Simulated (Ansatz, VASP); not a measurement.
# PbSe: VASP beside Ansatz

The input INCAR:

```
ALGO = Normal
EDIFF = 1E-6
ENCUT = 520
GGA = PE
ISIF = 2
ISMEAR = -1
LASPH = True
LCHARG = True
LELF = True
LREAL = False
LVHAR = True
LWAVE = False
NBANDS = 17
NELM = 60
PREC = Accurate
SIGMA = 0.02
```

The input KPOINTS:

```
k-points
0
Gamma
  8 8 8
```

The input POSCAR:

```
PbSe
1.0
    0.0000000000      3.1498585169      3.0760207912
    3.1498585169      0.0000000000      3.0760207912
    3.1498585169      3.1498585169      0.0000000000
Pb Se
1 1
Direct
    0.0000000000      0.0000000000      0.0000000000
    0.5000000000      0.5000000000      0.5000000000
```

Input for Ansatz:

```yaml
crystal:
  lattice:
    - [0.0, 3.1498585169, 3.0760207912]
    - [3.1498585169, 0.0, 3.0760207912]
    - [3.1498585169, 3.1498585169, 0.0]
  atoms:
    - { symbol: Pb, position: [0.0, 0.0, 0.0] }
    - { symbol: Se, position: [0.5, 0.5, 0.5] }
kpoints:
  mp_grid: { grid: [8, 8, 8] }
  band_path:
    path:
      - [0.0, 0.0, 0.0]
      - [0.5, 0.0, 0.5]
      - [0.625, 0.25, 0.625]
      - [0.375, 0.375, 0.75]
      - [0.5, 0.5, 0.5]
      - [0.5, 0.25, 0.75]
    npoints: 1
hamiltonian:
  xc: pbe
scf:
  occupations: { method: fermi_dirac, width: 0.02 }
  n_extra_bands: 4
output:
  forces: true
  stress: true
  eigenvalues: true
```

Change from the starting cell: epitaxial_xy strain +2.0%.

Alike in both runs: task single point; functional PBE; k mesh 8 × 8 × 8; occupations fermi-dirac, width 0.02 eV; no spin polarisation.

|  | VASP | Ansatz |
| --- | --- | --- |
| version | VASP 6.6.1 | Ansatz 0.2.0 |
| potentials or method | VASP PAW PBE potentials, release 64 (Pb_d, Se) | plane waves, PAW |
| plane-wave cutoff (eV) | 520 | 420 |
| valence electrons in the cell | 20 | 30 |

```csv
,VASP,Ansatz,Ansatz less VASP
pressure (GPa),-0.7,-0.6,+0.02
"traceless stress, the component that is largest in VASP (GPa)",1.59,1.58,-0.004
```

With one functional, cell and mesh, what is left measures potentials, basis and numerics. VASP's potentials hold 20 valence electrons a cell and Ansatz's 30, so a difference there can come from the potentials and not from the codes.

Neither program's run includes spin-orbit coupling.
